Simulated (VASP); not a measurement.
Wanted: the native input for a VASP 6.6.1 run.

* Task: single point
* Functional: RPBE
* Potentials or basis: VASP PAW PBE potentials, release 64 (B, N)
* Cutoff: 520 eV
* k mesh: 12 × 12 × 12
* Occupations: gaussian, width 0.01 eV
* Spin: no spin polarisation
* Dipole correction: no
* Further INCAR settings: ALGO = Normal; EDIFF = 1e-07; NBANDS = 11

The structure of BN lies in POSCAR:

```
BN
1.0
    0.0000000000      1.7917561120      1.7917561120
    1.7917561120      0.0000000000      1.7917561120
    1.7917561120      1.7917561120      0.0000000000
B N
1 1
Direct
    0.0000000000      0.0000000000      0.0000000000
    0.7500000000      0.7500000000      0.7500000000
```

These files were run (other wordings do the same):

INCAR

```
PREC     = Accurate       # precision mode
ENCUT    = 520            # plane-wave cutoff, eV
EDIFF    = 1E-7           # SCF threshold, eV
ISMEAR   = 0              # smearing method
SIGMA    = 0.01           # smearing width, eV
LREAL    = F              # projectors in reciprocal space
LASPH    = T              # aspherical terms in the spheres
NELM     = 100            # most SCF steps
ALGO     = Normal         # electronic algorithm
ISIF     = 2              # what is computed and relaxed
LWAVE    = F              # write WAVECAR
LCHARG   = F              # write CHGCAR
GGA      = RP             # functional
NBANDS   = 11             # bands
```

KPOINTS

```
regular mesh
0
Gamma
  12 12 12
```

Potentials or basis: VASP PAW PBE potentials, release 64 (B, N).

Launch:

```bash
$ cat potpaw_PBE.64/B/POTCAR potpaw_PBE.64/N/POTCAR > POTCAR
$ mpirun -np 1 vasp_std > vasp.out
```

Results of the run:

The pressure is 20.0 GPa and the band gap on the k mesh is 4.51 eV, indirect (least direct gap 9.00 eV).

Caveat: the PAW data sets were made with another functional, which shifts forces and pressure a little.

Run time: 8.5 s on 1 thread of Intel(R) Xeon(R) Platinum 8375C CPU @ 2.90GHz (Ice Lake), on a shared host, peak memory 0.12 GiB.
